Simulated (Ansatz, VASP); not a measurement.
## One calculation of Co, two programs

Contents of INCAR:

```
PREC = Accurate
ENCUT = 520
EDIFF = 1E-6
ISMEAR = 0
SIGMA = 0.15
LREAL = False
LASPH = True
NELM = 150
ALGO = Normal
ISIF = 2
LWAVE = False
LCHARG = False
ISPIN = 2
MAGMOM = 1.8 1.8
LORBIT = 11
LMAXMIX = 4
GGA = PS
NBANDS = 20
```

File KPOINTS:

```
regular mesh
0
Gamma
  30 30 16
```

Contents of POSCAR:

```
Co
1.0
    2.5055472810      0.0000000000      0.0000000000
   -1.2527736405      2.1698675958      0.0000000000
    0.0000000000      0.0000000000      3.9694710870
Co
2
Direct
    0.6666666667      0.3333333333      0.2500000000
    0.3333333333      0.6666666667      0.7500000000
```

Input for Ansatz:

```yaml
crystal:
  lattice:
    - [2.505547281, 0.0, 0.0]
    - [-1.2527736405, 2.1698675958, 0.0]
    - [0.0, 0.0, 3.969471087]
  atoms:
    - { symbol: Co, position: [0.6666666667, 0.3333333333, 0.25], spin: 1.8 }
    - { symbol: Co, position: [0.3333333333, 0.6666666667, 0.75], spin: 1.8 }
basis:
  ecutwfc: 420
kpoints:
  mp_grid: { grid: [30, 30, 16] }
hamiltonian:
  xc: pbesol
scf:
  occupations: { method: gaussian, width: 0.15 }
output:
  forces: true
  stress: true
  eigenvalues: true
  populations: true
magnetization:
  spin_polarized: true
```

Change from the starting cell: strain +0.0200 x Voigt [1, 1, 0, 0, 0, 0], atoms carried along.

Alike in both runs: task single point; functional PBEsol; k mesh 30 × 30 × 16; occupations gaussian, width 0.15 eV; collinear spin.

|  | VASP | Ansatz |
| --- | --- | --- |
| version | VASP 6.6.1 | Ansatz 0.2.0 |
| potentials or method | VASP PAW PBE potentials, release 64 (Co), cutoff 520 eV | scalar-relativistic, plane waves, PAW |
| valence electrons in the cell | 18 | 34 |

```csv
,VASP,Ansatz,Ansatz less VASP
gap on the k mesh at the Fermi level (eV),none,none,-
pressure (GPa),-9.5,-8.8,+0.72
"traceless stress, the component that is largest in VASP (GPa)",3.77,3.97,+0.204
net moment per atom (μB),1.59,1.60,+0.007
size of the moment on the site where the two differ most (μB),1.60,1.67,+0.062
```

VASP's potentials were made for PBE, not for PBEsol. Site moments also hang on the region over which each program counts them. A gap of «none» marks a metal or a gap that the smearing closes. VASP's potentials hold 18 valence electrons a cell and Ansatz's 34, so a difference there can come from the potentials and not from the codes.
